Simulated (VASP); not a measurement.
# C4F (I4/mmm) in VASP: single point with PBE+D3(BJ)

Aim: the single point of C4F with PBE+D3(BJ).

Everything below comes from runs of VASP 6.6.1. Logs are shortened: lines on timing, memory, paths and dates and some standing lists are left out, and cuts for length are marked.

### 1 The cell of the first run

The structure is tetragonal, space group I4/mmm (No. 139). Conventional cell: a = 3.828 Å, b = 3.828 Å, c = 7.496 Å, α = 90.00°, β = 90.00°, γ = 90.00°. Within 2.4 Å of C (site symmetry 4mm) lie 1 F at 1.78 Å. C (site symmetry mmm) has 2 F at 1.91 Å within 2.5 Å. F (site symmetry 4/mmm) has 6 C at 1.78 to 1.91 Å within 2.4 Å.

The cell was generated, and may not be a known phase.

### 2 Single point, PBE+D3(BJ)

INCAR reads:

```
SYSTEM = C4F
PREC = Accurate
ENCUT = 520
EDIFF = 1E-6
ISMEAR = 0
SIGMA = 0.1
LREAL = .FALSE.
LASPH = .TRUE.
NELM = 60
ALGO = Normal
ISIF = 2
LWAVE = .FALSE.
LCHARG = .FALSE.
GGA = PE
IVDW = 12
NBANDS = 20
```

KPOINTS reads:

```
regular mesh
0
G
  6 6 6
  0 0 0
```

POSCAR reads:

```
C4F
1.0
   -1.9141354000      1.9141354000      3.7479241200
    1.9141354000     -1.9141354000      3.7479241200
    1.9141354000      1.9141354000     -3.7479241200
C F
4 1
Direct
    0.2370000000      0.2370000000      0.0000000000
    0.7630000000      0.7630000000      0.0000000000
    0.5000000000      0.0000000000      0.5000000000
    0.0000000000      0.5000000000      0.5000000000
    0.0000000000      0.0000000000      0.0000000000
```

Potentials or basis: VASP PAW PBE potentials, release 64 (C, F).

The run is started by

```console
cat potpaw_PBE.64/C/POTCAR potpaw_PBE.64/F/POTCAR > POTCAR
mpirun -np 1 vasp_std > vasp.out
```

OUTCAR:

```text
SYSTEM = C4F
   PREC = Accurate
   ENCUT = 520
   EDIFF = 1E-6
   ISMEAR = 0
   LREAL = .FALSE.
   LASPH = .TRUE.
   NELM = 60
   ISIF = 2
   GGA = PE
   IVDW = 12
 IVDW          = 12

 ion  position               nearest neighbor table
   1  0.237  0.237  0.000-   5 1.78
   2  0.763  0.763  0.000-   5 1.78
   3  0.500  0.000  0.500-   5 1.91   5 1.91
   4  0.000  0.500  0.500-   5 1.91   5 1.91
   5  0.000  0.000  0.000-   1 1.78   2 1.78   3 1.91   4 1.91   4 1.91   3 1.91

  LATTYP: Found a body centered tetragonal cell.
 ALAT       =     3.8282708000
 C/A-ratio  =     1.9580245577

  Lattice vectors:

 A1 = (  -1.9141354000,   1.9141354000,   3.7479241200)
 A2 = (   1.9141354000,  -1.9141354000,   3.7479241200)
 A3 = (   1.9141354000,   1.9141354000,  -3.7479241200)

Analysis of symmetry for initial positions (statically):
=====================================================================
 Subroutine PRICEL returns:
 Original cell was already a primitive cell.

 Routine SETGRP: Setting up the symmetry group for a
 body centered tetragonal supercell.

 Subroutine GETGRP returns: Found 16 space group operations
 (whereof 16 operations were pure point group operations)
 out of a pool of 16 trial point group operations.

The static configuration has the point symmetry D_4h.

Analysis of symmetry for dynamics (positions and initial velocities):
=====================================================================
 Subroutine PRICEL returns:
 Original cell was already a primitive cell.

 Routine SETGRP: Setting up the symmetry group for a
 body centered tetragonal supercell.

 Subroutine GETGRP returns: Found 16 space group operations
 (whereof 16 operations were pure point group operations)
 out of a pool of 16 trial point group operations.

The dynamic configuration has the point symmetry D_4h.

 Subroutine INISYM returns: Found 16 space group operations
 (whereof 16 operations are pure point group operations),
 and found     1 'primitive' translations

----------------------------------------------------------------------------------------

                                     Primitive cell

  volume of cell :      54.9283

  direct lattice vectors                    reciprocal lattice vectors
    -1.914135400  1.914135400  3.747924120     0.000000000  0.261214541  0.133407183
     1.914135400 -1.914135400  3.747924120     0.261214541  0.000000000  0.133407183
     1.914135400  1.914135400 -3.747924120     0.261214541  0.261214541  0.000000000

  length of vectors
     4.623284965  4.623284965  4.623284965     0.293309586  0.293309586  0.369413147

  position of ions in fractional coordinates (direct lattice)
     0.237000000  0.237000000  0.000000000
     0.763000000  0.763000000  0.000000000
     0.500000000  0.000000000  0.500000000
     0.000000000  0.500000000  0.500000000
     0.000000000  0.000000000  0.000000000

  ion indices of the primitive-cell ions
   primitive index   ion index
                 1           1
                 2           2
                 3           3
                 4           4
                 5           5

----------------------------------------------------------------------------------------

 KPOINTS: regular mesh

Automatic generation of k-mesh.
 Grid dimensions read from file:
 generate k-points for:    6    6    6

 Generating k-lattice:

  Cartesian coordinates                     Fractional coordinates (reciprocal lattice)
     0.000000000  0.043535757  0.022234531     0.166666667  0.000000000 -0.000000000
     0.043535757  0.000000000  0.022234531     0.000000000  0.166666667 -0.000000000
     0.043535757  0.043535757  0.000000000     0.000000000  0.000000000  0.166666667

  Length of vectors
     0.048884931  0.048884931  0.061568858

  Shift w.r.t. Gamma in fractional coordinates (k-lattice)
     0.000000000  0.000000000  0.000000000

 Subroutine IBZKPT returns following result:
 ===========================================

 Found     30 irreducible k-points:

 Following reciprocal coordinates:
            Coordinates               Weight
  0.000000  0.000000  0.000000      1.000000
  0.166667 -0.000000  0.000000      8.000000
  0.333333 -0.000000  0.000000      8.000000
  0.500000 -0.000000  0.000000      4.000000
  0.166667  0.166667  0.000000      8.000000
  0.333333  0.166667  0.000000     16.000000
[... 16 lines left out ...]
 -0.333333 -0.333333  0.166667      8.000000
 -0.166667 -0.333333  0.166667      8.000000
 [... further k-points ...]
   k-points           NKPTS =     30   k-points in BZ     NKDIM =     30   number of bands    NBANDS=     20
   number of dos      NEDOS =    301   number of ions     NIONS =      5
   total plane-waves  NPLWV =  46656
   dimension x,y,z NGX =    36 NGY =   36 NGZ =   36
   dimension x,y,z NGXF=    72 NGYF=   72 NGZF=   72
   ions per type =               4   1
   NGX,Y,Z   is equivalent  to a cutoff of  12.95, 12.95, 12.95 a.u.
   NGXF,Y,Z  is equivalent  to a cutoff of  25.89, 25.89, 25.89 a.u.
 SYSTEM =  C4F
   PREC   = accura    normal or accurate (medium, high low for compatibility)
   ISTART =      0    job   : 0-new  1-cont  2-samecut
   ICHARG =      2    charge: 1-file 2-atom 10-const
   ISPIN  =      1    spin polarized calculation?
   LNONCOLLINEAR =      F non collinear calculations
   LSORBIT =      F    spin-orbit coupling
   LASPH  =      T    aspherical Exc in radial PAW
   ENCUT  =  520.0 eV  38.22 Ry    6.18 a.u.   8.60  8.60  8.60*2*pi/ulx,y,z
   NELM   =     60;   NELMIN=  2; NELMDL= -5     # of ELM steps
   EDIFF  = 0.1E-05   stopping-criterion for ELM
   LREAL  =      F    real-space projection
   EDIFFG = 0.1E-04   stopping-criterion for IOM
   NSW    =      0    number of steps for IOM
   IBRION =     -1    ionic relax: 0-MD 1-quasi-New 2-CG
   NFREE  =      0    steps in history (QN), initial steepest desc. (CG)
   ISIF   =      2    stress and relaxation
   ISYM   =      2    0-nonsym 1-usesym 2-fastsym
   POTIM  = 0.5000    time-step for ionic-motion
   TEBEG  =    0.0;   TEEND  =   0.0 temperature during run
   PSTRESS=    0.0 pullay stress
   NELECT =      23.0000    total number of electrons
   NUPDOWN=      -1.0000    fix difference up-down
   EMIN   =  10.00;   EMAX   =-10.00  energy-range for DOS
   EFERMI =   0.00;   METHOD = LEGACY
   ISMEAR =     0;   SIGMA  =   0.10  broadening in eV -4-tet -1-fermi 0-gaus
   EFERMI_NEDOS =   21; number of points for ismear=-14 and -15
   IALGO  =     38    algorithm
   IMIX   =      4    mixing-type and parameters
     AMIX     =   0.40;   BMIX     =  1.00
     AMIX_MAG =   1.60;   BMIX_MAG =  1.00
  volume/ion in A,a.u.               =      10.99        74.13
  Fermi-wavevector in a.u.,A,eV,Ry     =   1.224763  2.314467 20.409345  1.500045
  Thomas-Fermi vector in A             =   2.359826
   LORBIT       =      0    0 simple, 1 ext, 2 COOP (PROOUT), +10 PAW based schemes
   GGA     = PE    functional components
   LHFCALC =     F    Hartree Fock is set to
   AEXX    =    0.0000 exact exchange contribution
   IVDW    =    12    specifies the selected vdW correction
   LEPSILON=     F    determine dielectric tensor
   LRPA    =     F    only Hartree local field effects (RPA)
 non-spin polarized calculation
 Gauss-broadening in eV      SIGMA  =   0.10
  energy-cutoff  :      520.00
  volume of cell :       54.93
 maximum number of plane-waves:      1492
 NGX is ok and might be reduce to    36
   NGX = 17   NGY = 17   NGZ = 17

 number of electron      23.0000002 magnetization

 Free energy of the ion-electron system (eV)
  ---------------------------------------------------
  ext. energy  EPLUGINS =         0.00000000
  ---------------------------------------------------
  free energy    TOTEN  =       -15.63468461 eV

  energy without entropy =      -15.62350446  energy(sigma->0) =      -15.62909454

 E-fermi :   2.9035     XC(G=0): -10.5239

 val. band max:        2.9032834743   @ k =   0.0000   0.0000   0.0000
 cond. band min:       2.9143083288   @ k =  -0.1667  -0.3333   0.1667
 fundamental gap:      0.0110248544
 Fermi energy:         2.9034802104

 k-point     1 :       0.0000    0.0000    0.0000
  band No.  band energies     occupation
      1     -24.4194      2.00000
      2      -8.8269      2.00000
      3      -8.6359      2.00000
      4      -6.7958      2.00000
      5      -6.7958      2.00000
      6      -4.5774      2.00000
[... 12 lines left out ...]
     19       7.0778      0.00000
     20       7.3705      0.00000

 k-point     2 :       0.1667   -0.0000    0.0000
  band No.  band energies     occupation
      1     -24.4087      2.00000
      2      -9.2013      2.00000
      3      -8.4217      2.00000
      4      -6.9911      2.00000
      5      -6.7792      2.00000
      6      -4.5373      2.00000
[... 12 lines left out ...]
     19       6.9771      0.00000
     20       7.1811      0.00000

 k-point     3 :       0.3333   -0.0000    0.0000
  band No.  band energies     occupation
      1     -24.3873      2.00000
      2      -9.5388      2.00000
      3      -8.5960      2.00000
      4      -6.8213      2.00000
      5      -6.7443      2.00000
      6      -4.7525      2.00000
[... 12 lines left out ...]
     19       6.7777      0.00000
     20       7.0052      0.00000

 k-point     4 :       0.5000   -0.0000    0.0000
  band No.  band energies     occupation
      1     -24.3763      2.00000
      2      -9.6673      2.00000
      3      -8.7260      2.00000
      4      -6.7261      2.00000
      5      -6.6507      2.00000
      6      -4.8532      2.00000
[... 12 lines left out ...]
     19       6.6800      0.00000
     20       6.9463      0.00000

 k-point     5 :       0.1667    0.1667    0.0000
  band No.  band energies     occupation
      1     -24.3969      2.00000
      2      -9.4486      2.00000
      3      -8.2229      2.00000
      4      -7.6232      2.00000
      5      -6.3425      2.00000
      6      -4.1903      2.00000
[... 12 lines left out ...]
     19       6.5364      0.00000
     20       6.9892      0.00000

 k-point     6 :       0.3333    0.1667    0.0000
  band No.  band energies     occupation
      1     -24.3770      2.00000
      2      -9.5447      2.00000
      3      -8.5850      2.00000
      4      -7.8171      2.00000
      5      -5.9677      2.00000
      6      -4.1118      2.00000
[... 12 lines left out ...]
     19       6.2568      0.00000
     20       6.9121      0.00000

 k-point     7 :       0.5000    0.1667    0.0000
  band No.  band energies     occupation
      1     -24.3691      2.00000
      2      -9.5181      2.00000
      3      -8.8045      2.00000
      4      -7.8001      2.00000
      5      -5.9135      2.00000
      6      -3.9891      2.00000
[... 12 lines left out ...]
     19       6.1853      0.00000
     20       6.8447      0.00000
[... 277 lines left out ...]
 k-point    20 :       0.5000    0.5000    0.1667
  band No.  band energies     occupation
      1     -24.3591      2.00000
      2      -9.2923      2.00000
      3      -8.7438      2.00000
      4      -8.6741      2.00000
      5      -5.3580      2.00000
      6      -3.5699      2.00000
[... 12 lines left out ...]
     19       5.5682      0.00000
     20       6.1972      0.00000

 k-point    21 :      -0.3333    0.5000    0.1667
  band No.  band energies     occupation
      1     -24.3731      2.00000
      2      -9.5512      2.00000
      3      -8.8235      2.00000
      4      -7.8121      2.00000
      5      -5.2945      2.00000
      6      -4.3119      2.00000
[... 12 lines left out ...]
     19       6.1901      0.00000
     20       6.5301      0.00000

 k-point    22 :      -0.1667    0.5000    0.1667
  band No.  band energies     occupation
      1     -24.3820      2.00000
      2      -9.6693      2.00000
      3      -8.7331      2.00000
      4      -6.7797      2.00000
      5      -6.2909      2.00000
      6      -4.9398      2.00000
[... 12 lines left out ...]
     19       6.7287      0.00000
     20       6.7531      0.00000

 k-point    23 :      -0.3333   -0.3333    0.1667
  band No.  band energies     occupation
      1     -24.3888      2.00000
      2      -9.7598      2.00000
      3      -8.0653      2.00000
      4      -7.7379      2.00000
      5      -5.6439      2.00000
      6      -4.6432      2.00000
[... 12 lines left out ...]
     19       6.4392      0.00000
     20       6.6289      0.00000

 k-point    24 :      -0.1667   -0.3333    0.1667
  band No.  band energies     occupation
      1     -24.4008      2.00000
      2      -9.7018      2.00000
      3      -7.9892      2.00000
      4      -6.8321      2.00000
      5      -6.6340      2.00000
      6      -4.9430      2.00000
[... 12 lines left out ...]
     19       6.7660      0.00000
     20       6.8879      0.00000

 [... further k-points ...]

------------------------ aborting loop because EDIFF is reached ----------------------------------------

 Edisp (eV)   -0.88746

 E8    (eV) :    -0.2491

  FORCE on cell =-STRESS in cart. coord.  units (eV):
  Direction    XX          YY          ZZ          XY          YZ          ZX
  --------------------------------------------------------------------------------------
  -------------------------------------------------------------------------------------
  Total      -1.36169    -1.36169     1.16170     0.00000     0.00000     0.00000
  in kB     -39.71840   -39.71840    33.88511     0.00000     0.00000     0.00000
  external pressure =      -15.18 kB  Pullay stress =        0.00 kB

 VOLUME and BASIS-vectors are now :
 -----------------------------------------------------------------------------
  energy-cutoff  :      520.00
  volume of cell :       54.93
      direct lattice vectors                 reciprocal lattice vectors
    -1.914135400  1.914135400  3.747924120     0.000000000  0.261214541  0.133407183
     1.914135400 -1.914135400  3.747924120     0.261214541  0.000000000  0.133407183
     1.914135400  1.914135400 -3.747924120     0.261214541  0.261214541  0.000000000

 POSITION                                       TOTAL-FORCE (eV/Angst)
 -----------------------------------------------------------------------------------
      0.00000      0.00000      1.77652         0.000000      0.000000      2.825331
      0.00000      0.00000      5.71933         0.000000      0.000000     -2.825331
      0.00000      1.91414      0.00000        -0.000000     -0.000000      0.000000
      1.91414      0.00000      0.00000        -0.000000     -0.000000      0.000000
      0.00000      0.00000      0.00000        -0.000000     -0.000000      0.000000
 -----------------------------------------------------------------------------------
    total drift:                                0.000000      0.000000     -0.000000

  FREE ENERGIE OF THE ION-ELECTRON SYSTEM (eV)
  ---------------------------------------------------
  free  energy   TOTEN  =       -16.5221487867 eV

  energy  without entropy=      -16.5109686336  energy(sigma->0) =      -16.51655871
```

Run time: 30 s. Hardware: 1 thread of Intel Xeon Platinum 8375C at 2.90GHz (Ice Lake), shared host; peak memory 0.21 GiB.

What came out:

```
Free energy                : -16.5221 eV
Pressure                   : -1.5 GPa
Largest force              : 2.825 eV/Å
Band gap on the k mesh     : zero (an odd number of electrons rules out a gap without spin polarisation)
Dispersion energy per atom : -0.177 eV
```

Forces on the atoms (eV/Å):
```
C    0.000  0.000  2.825
C    0.000  0.000 -2.825
C    0.000  0.000  0.000
C    0.000  0.000  0.000
F    0.000  0.000  0.000
```

Levels at points of the mesh, in eV from the Fermi level:
| k point | band 9 | band 10 | band 11 | band 12 | band 13 | band 14 |
| --- | --- | --- | --- | --- | --- | --- |
| (0.00, 0.00, 0.00) | -1.79 | -1.79 | -0.54 | -0.12 | 0.00 | 0.00 |
| (0.50, 0.00, 0.00) | -1.93 | -1.31 | -1.30 | 0.19 | 0.24 | 0.39 |
| (0.50, 0.50, 0.00) | -4.18 | -3.29 | -1.33 | -0.39 | -0.13 | 1.52 |
| (0.50, 0.50, 0.50) | -1.78 | -1.78 | 0.81 | 0.87 | 0.90 | 1.32 |

Caveat: the stress differs along the axes, from -4 to 3 GPa; an odd number of electrons without spin polarisation forces a metal; a magnetic or distorted state may lie lower.
